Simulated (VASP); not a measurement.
## AlCo: single point with PBE

The system is AlCo.

```
CELL_PARAMETERS angstrom
2.93746 0.00000 0.00000
0.00000 2.82506 0.00000
0.00000 0.00000 2.82506
ATOMIC_POSITIONS crystal
Al 0.00000 0.00000 0.00000
Co 0.50000 0.50000 0.50000
```

This cell differs from its parent crystal: uniaxial strain along a: +3.0 %, then relaxed in part.

```json
{
  "Program": "VASP 6.6.1",
  "Task": "single point",
  "Functional": "PBE",
  "Potentials or basis": "VASP PAW PBE potentials, release 64 (Al, Co)",
  "Cutoff": "520 eV",
  "k mesh": "18 × 18 × 18",
  "Occupations": "gaussian, width 0.1 eV",
  "Spin": "no spin polarisation"
}
```

```json
{
 "Pressure": "-1.8 GPa",
 "Band gap on the k mesh": "zero (band 6 reaches 12.71 eV, above the bottom of band 7 at 10.12 eV)"
}
```

Stress tensor (GPa, compression positive):
```
-5.07  0.00  0.00
 0.00 -0.12  0.00
 0.00  0.00 -0.12
```

Levels at points of the mesh, in eV from the Fermi level:
```tsv
k point	band 2	band 3	band 4	band 5	band 6	band 7	band 8	band 9	band 10	band 11
(0.00, 0.00, 0.00)	-2.88	-2.82	-0.81	-0.81	-0.68	5.04	6.43	6.43	8.54	8.87
(0.50, 0.00, 0.00)	-6.59	-2.32	-1.55	-1.55	-0.60	0.00	8.44	10.95	10.95	11.66
(0.00, 0.50, 0.00)	-6.46	-2.25	-1.81	-1.54	-0.69	0.34	8.39	9.78	10.97	11.07
(0.50, 0.50, 0.00)	-2.98	-2.80	-2.57	-1.37	-1.34	-0.23	2.34	3.31	12.99	15.86
(0.00, 0.50, 0.50)	-2.90	-2.42	-2.42	-1.55	-1.55	-0.10	2.68	3.66	12.04	15.14
(0.50, 0.50, 0.50)	-3.83	-3.82	-0.22	-0.08	2.36	2.49	2.49	4.05	5.15	5.15
```

Wall time 3.4 min on 1 thread of AMD EPYC 9R45 (Zen 5), with other jobs on the host, peak memory 0.25 GiB.

Caveat: the cell differs from its parent crystal (uniaxial strain along a: +3.0 %, then relaxed in part). Spin polarisation is off, so any magnetic state and its effect on volume and gap are missing.
